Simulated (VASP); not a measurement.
# MnSi3 (Pm-3m) in VASP: single point with PBE

Aim: the single point of MnSi3 with PBE.

All numbers are computed with VASP 6.6.1; they aren't measurements. Logs are shortened: lines on timing, memory, paths and dates and some standing lists are left out, and cuts for length are marked.

## 1. The cell of the first run

The structure is cubic, space group Pm-3m (No. 221). The conventional cell has a = 6.461 Å, b = 6.461 Å, c = 6.461 Å, α = 90.00°, β = 90.00°, γ = 90.00°. Within 2.9 Å of Mn (site symmetry m-3m) lie 6 Si at 2.16 Å. Within 2.8 Å of Si (site symmetry 4mm) lie 1 Si at 2.13 Å and 1 Mn at 2.16 Å.

## 2. Single point, PBE, collinear spin, ferromagnetic start

File INCAR:

```
SYSTEM = MnSi3
PREC = Accurate
ENCUT = 520
EDIFF = 1E-6
ISMEAR = 0
SIGMA = 0.2
LREAL = .False.
LASPH = .True.
NELM = 150
ALGO = Normal
ISIF = 2
LWAVE = .False.
LCHARG = .False.
ISPIN = 2
MAGMOM = 4 4 0 0 0 0 0 0
LORBIT = 11
LMAXMIX = 4
GGA = PE
NBANDS = 39
```

File KPOINTS:

```
regular mesh
0
Gamma
  4 4 4
  0 0 0
```

File POSCAR:

```
MnSi3
1.0
    6.4613150812      0.0000000000      0.0000000000
    0.0000000000      6.4613150812      0.0000000000
    0.0000000000      0.0000000000      6.4613150812
Mn Si
2 6
Direct
    0.5000000000      0.5000000000      0.5000000000
    0.0000000000      0.0000000000      0.0000000000
    0.8348579892      0.5000000000      0.5000000000
    0.1651420108      0.5000000000      0.5000000000
    0.5000000000      0.8348579892      0.5000000000
    0.5000000000      0.1651420108      0.5000000000
    0.5000000000      0.5000000000      0.8348579892
    0.5000000000      0.5000000000      0.1651420108
```

Potentials or basis: VASP PAW PBE potentials, release 64 (Mn_pv, Si).

Run with:

```console
cat potpaw_PBE.64/Mn_pv/POTCAR potpaw_PBE.64/Si/POTCAR > POTCAR
mpirun -np 1 vasp_std > vasp.out
```

OUTCAR:

```text
SYSTEM = MnSi3
   PREC = Accurate
   ENCUT = 520
   EDIFF = 1E-6
   ISMEAR = 0
   LREAL = .False.
   LASPH = .True.
   NELM = 150
   ISIF = 2
   ISPIN = 2
   LORBIT = 11
   GGA = PE

 ion  position               nearest neighbor table
   1  0.500  0.500  0.500-   3 2.16   4 2.16   5 2.16   6 2.16   7 2.16   8 2.16
   2  0.000  0.000  0.000-
   3  0.835  0.500  0.500-   4 2.13   1 2.16   5 3.06   6 3.06   7 3.06   8 3.06
   4  0.165  0.500  0.500-   3 2.13   1 2.16   5 3.06   6 3.06   7 3.06   8 3.06
   5  0.500  0.835  0.500-   6 2.13   1 2.16   4 3.06   3 3.06   7 3.06   8 3.06
   6  0.500  0.165  0.500-   5 2.13   1 2.16   4 3.06   3 3.06   7 3.06   8 3.06
   7  0.500  0.500  0.835-   8 2.13   1 2.16   4 3.06   5 3.06   6 3.06   3 3.06
   8  0.500  0.500  0.165-   7 2.13   1 2.16   4 3.06   5 3.06   6 3.06   3 3.06

  LATTYP: Found a simple cubic cell.
 ALAT       =     6.4613150812

  Lattice vectors:

 A1 = (   6.4613150812,   0.0000000000,   0.0000000000)
 A2 = (   0.0000000000,   6.4613150812,   0.0000000000)
 A3 = (   0.0000000000,   0.0000000000,   6.4613150812)

Analysis of symmetry for initial positions (statically):
=====================================================================
 Subroutine PRICEL returns:
 Original cell was already a primitive cell.

 Routine SETGRP: Setting up the symmetry group for a
 simple cubic supercell.

 Subroutine GETGRP returns: Found 48 space group operations
 (whereof 48 operations were pure point group operations)
 out of a pool of 48 trial point group operations.

The static configuration has the point symmetry O_h .

Analysis of symmetry for dynamics (positions and initial velocities):
=====================================================================
 Subroutine PRICEL returns:
 Original cell was already a primitive cell.

 Routine SETGRP: Setting up the symmetry group for a
 simple cubic supercell.

 Subroutine GETGRP returns: Found 48 space group operations
 (whereof 48 operations were pure point group operations)
 out of a pool of 48 trial point group operations.

The dynamic configuration has the point symmetry O_h .

Analysis of structural, dynamic, and magnetic symmetry:
=====================================================================
 Subroutine PRICEL returns:
 Original cell was already a primitive cell.

 Routine SETGRP: Setting up the symmetry group for a
 simple cubic supercell.

 Subroutine GETGRP returns: Found 48 space group operations
 (whereof 48 operations were pure point group operations)
 out of a pool of 48 trial point group operations.

The overall configuration has the point symmetry O_h .

 Subroutine INISYM returns: Found 48 space group operations
 (whereof 48 operations are pure point group operations),
 and found     1 'primitive' translations

----------------------------------------------------------------------------------------

                                     Primitive cell

  volume of cell :     269.7508

  direct lattice vectors                    reciprocal lattice vectors
     6.461315081  0.000000000  0.000000000     0.154767255  0.000000000  0.000000000
     0.000000000  6.461315081  0.000000000     0.000000000  0.154767255  0.000000000
     0.000000000  0.000000000  6.461315081     0.000000000  0.000000000  0.154767255

  length of vectors
     6.461315081  6.461315081  6.461315081     0.154767255  0.154767255  0.154767255

  position of ions in fractional coordinates (direct lattice)
     0.500000000  0.500000000  0.500000000
     0.000000000  0.000000000  0.000000000
     0.834857989  0.500000000  0.500000000
     0.165142011  0.500000000  0.500000000
     0.500000000  0.834857989  0.500000000
     0.500000000  0.165142011  0.500000000
     0.500000000  0.500000000  0.834857989
     0.500000000  0.500000000  0.165142011

  ion indices of the primitive-cell ions
   primitive index   ion index
                 1           1
[... 45 lines left out ...]
  0.500000  0.500000  0.500000      1.000000
   k-points           NKPTS =     10   k-points in BZ     NKDIM =     10   number of bands    NBANDS=     39
   number of dos      NEDOS =    301   number of ions     NIONS =      8
   total plane-waves  NPLWV = 110592
   dimension x,y,z NGX =    48 NGY =   48 NGZ =   48
   dimension x,y,z NGXF=    96 NGYF=   96 NGZF=   96
   ions per type =               2   6
   NGX,Y,Z   is equivalent  to a cutoff of  12.35, 12.35, 12.35 a.u.
   NGXF,Y,Z  is equivalent  to a cutoff of  24.70, 24.70, 24.70 a.u.
 SYSTEM =  MnSi3
   PREC   = accura    normal or accurate (medium, high low for compatibility)
   ISTART =      0    job   : 0-new  1-cont  2-samecut
   ICHARG =      2    charge: 1-file 2-atom 10-const
   ISPIN  =      2    spin polarized calculation?
   LNONCOLLINEAR =      F non collinear calculations
   LSORBIT =      F    spin-orbit coupling
   LASPH  =      T    aspherical Exc in radial PAW
   ENCUT  =  520.0 eV  38.22 Ry    6.18 a.u.  12.01 12.01 12.01*2*pi/ulx,y,z
   NELM   =    150;   NELMIN=  2; NELMDL= -5     # of ELM steps
   EDIFF  = 0.1E-05   stopping-criterion for ELM
   LREAL  =      F    real-space projection
   EDIFFG = 0.1E-04   stopping-criterion for IOM
   NSW    =      0    number of steps for IOM
   IBRION =     -1    ionic relax: 0-MD 1-quasi-New 2-CG
   NFREE  =      0    steps in history (QN), initial steepest desc. (CG)
   ISIF   =      2    stress and relaxation
   ISYM   =      2    0-nonsym 1-usesym 2-fastsym
   POTIM  = 0.5000    time-step for ionic-motion
   TEBEG  =    0.0;   TEEND  =   0.0 temperature during run
   PSTRESS=    0.0 pullay stress
   NELECT =      50.0000    total number of electrons
   NUPDOWN=      -1.0000    fix difference up-down
   EMIN   =  10.00;   EMAX   =-10.00  energy-range for DOS
   EFERMI =   0.00;   METHOD = LEGACY
   ISMEAR =     0;   SIGMA  =   0.20  broadening in eV -4-tet -1-fermi 0-gaus
   EFERMI_NEDOS =   21; number of points for ismear=-14 and -15
   IALGO  =     38    algorithm
   IMIX   =      4    mixing-type and parameters
     AMIX     =   0.40;   BMIX     =  1.00
     AMIX_MAG =   1.60;   BMIX_MAG =  1.00
  volume/ion in A,a.u.               =      33.72       227.55
  Fermi-wavevector in a.u.,A,eV,Ry     =   0.933420  1.763909 11.854395  0.871273
  Thomas-Fermi vector in A             =   2.060120
   LORBIT       =     11    0 simple, 1 ext, 2 COOP (PROOUT), +10 PAW based schemes
   GGA     = PE    functional components
   LHFCALC =     F    Hartree Fock is set to
   AEXX    =    0.0000 exact exchange contribution
   IVDW    =     0    specifies the selected vdW correction
   LEPSILON=     F    determine dielectric tensor
   LRPA    =     F    only Hartree local field effects (RPA)
 spin polarized calculation
 Gauss-broadening in eV      SIGMA  =   0.20
  energy-cutoff  :      520.00
  volume of cell :      269.75
 maximum number of plane-waves:      7312
   NGX = 25   NGY = 25   NGZ = 25

 number of electron      50.0000066 magnetization       0.0512191

 number of electron      50.0000068 magnetization      -0.0034104

 Free energy of the ion-electron system (eV)
  ---------------------------------------------------
  ext. energy  EPLUGINS =         0.00000000
  ---------------------------------------------------
  free energy    TOTEN  =       -35.31649099 eV

  energy without entropy =      -34.72493610  energy(sigma->0) =      -35.02071354

 E-fermi :   1.4426     XC(G=0):  -7.3615

 val. band max:        1.4385872070   @ k =   0.5000   0.2500   0.0000
 cond. band min:       1.4498184029   @ k =   0.2500   0.0000   0.0000
 fundamental gap:      0.0112311958
 Fermi energy:         1.4425577654

 spin component 1

 k-point     1 :       0.0000    0.0000    0.0000
  band No.  band energies     occupation
      1     -46.3986      1.00000
      2     -46.3986      1.00000
      3     -46.3986      1.00000
      4     -45.9393      1.00000
      5     -45.9393      1.00000
      6     -45.9393      1.00000
[... 389 lines left out ...]
     36       4.1606      0.00000
     37       5.1019      0.00000
 Fermi energy:         1.4425577654

 spin component 2

 k-point     1 :       0.0000    0.0000    0.0000
  band No.  band energies     occupation
      1     -46.3998      1.00000
      2     -46.3998      1.00000
      3     -46.3998      1.00000
      4     -45.9395      1.00000
      5     -45.9395      1.00000
      6     -45.9395      1.00000
[... 389 lines left out ...]
     36       4.1602      0.00000
     37       5.1016      0.00000
 [bands above 37 left out]

------------------------ aborting loop because EDIFF is reached ----------------------------------------

  FORCE on cell =-STRESS in cart. coord.  units (eV):
  Direction    XX          YY          ZZ          XY          YZ          ZX
  --------------------------------------------------------------------------------------
  -------------------------------------------------------------------------------------
  Total       -0.7320332     -0.7320332     -0.7320332     -0.0000000     -0.0000000      0.0000000
  in kB       -4.3478904     -4.3478904     -4.3478904     -0.0000000     -0.0000000      0.0000000
  external PRESSURE =      -4.3478904 kB  Pullay stress =       0.0000000 kB

 VOLUME and BASIS-vectors are now :
 -----------------------------------------------------------------------------
  energy-cutoff  :      520.00
  volume of cell :      269.75
      direct lattice vectors                 reciprocal lattice vectors
     6.461315081  0.000000000  0.000000000     0.154767255  0.000000000  0.000000000
     0.000000000  6.461315081  0.000000000     0.000000000  0.154767255  0.000000000
     0.000000000  0.000000000  6.461315081     0.000000000  0.000000000  0.154767255

 POSITION                                       TOTAL-FORCE (eV/Angst)
 -----------------------------------------------------------------------------------
      3.23066      3.23066      3.23066         0.000000      0.000000      0.000000
      0.00000      0.00000      0.00000         0.000000      0.000000      0.000000
      5.39428      3.23066      3.23066        -0.291800     -0.000000      0.000000
      1.06703      3.23066      3.23066         0.291800      0.000000      0.000000
      3.23066      5.39428      3.23066         0.000000     -0.291800      0.000000
      3.23066      1.06703      3.23066         0.000000      0.291800      0.000000
      3.23066      3.23066      5.39428         0.000000     -0.000000     -0.291800
      3.23066      3.23066      1.06703         0.000000      0.000000      0.291800
 -----------------------------------------------------------------------------------
    total drift:                                0.000000     -0.000000     -0.000000

  FREE ENERGIE OF THE ION-ELECTRON SYSTEM (eV)
  ---------------------------------------------------
  free  energy   TOTEN  =       -35.3164909867 eV

  energy  without entropy=      -34.7249361024  energy(sigma->0) =      -35.02071354

 total charge

# of ion       s       p       d       tot
------------------------------------------
    1        0.402   6.508   5.595  12.504
    2        0.208   5.986   5.118  11.311
    3        0.821   0.807   0.000   1.627
    4        0.821   0.807   0.000   1.627
    5        0.821   0.807   0.000   1.627
    6        0.821   0.807   0.000   1.627
    7        0.821   0.807   0.000   1.627
    8        0.821   0.807   0.000   1.627
--------------------------------------------------
tot          5.533  17.335  10.712  33.581

 magnetization (x)

# of ion       s       p       d       tot
------------------------------------------
    1       -0.000  -0.000  -0.001  -0.001
    2        0.000  -0.000  -0.001  -0.001
    3       -0.000  -0.000   0.000  -0.000
    4       -0.000  -0.000   0.000  -0.000
    5       -0.000  -0.000   0.000  -0.000
    6       -0.000  -0.000   0.000  -0.000
    7       -0.000  -0.000   0.000  -0.000
    8       -0.000  -0.000   0.000  -0.000
--------------------------------------------------
tot          0.000  -0.001  -0.002  -0.002
```

It took 7.9 min on 1 thread of Oxide Virtual Turin-like, shared host; peak memory 0.45 GiB.

What came out:

* Free energy: -35.3165 eV
* Pressure: -0.4 GPa
* Largest force: 0.292 eV/Å
* Band gap on the k mesh: zero (filled and empty bands overlap)
* Net moment: 0.00 μB per cell
* Valence electrons inside the program's atomic spheres: Mn 12.50, 11.31; Si 1.63

Forces in eV/Å, atoms in the order of the input:
```
Mn   0.000  0.000  0.000
Mn   0.000  0.000  0.000
Si  -0.292  0.000  0.000
Si   0.292  0.000  0.000
Si   0.000 -0.292  0.000
Si   0.000  0.292  0.000
Si   0.000  0.000 -0.292
Si   0.000  0.000  0.292
```

Caveat: the starting moments collapsed, and a magnetic state may lie lower.
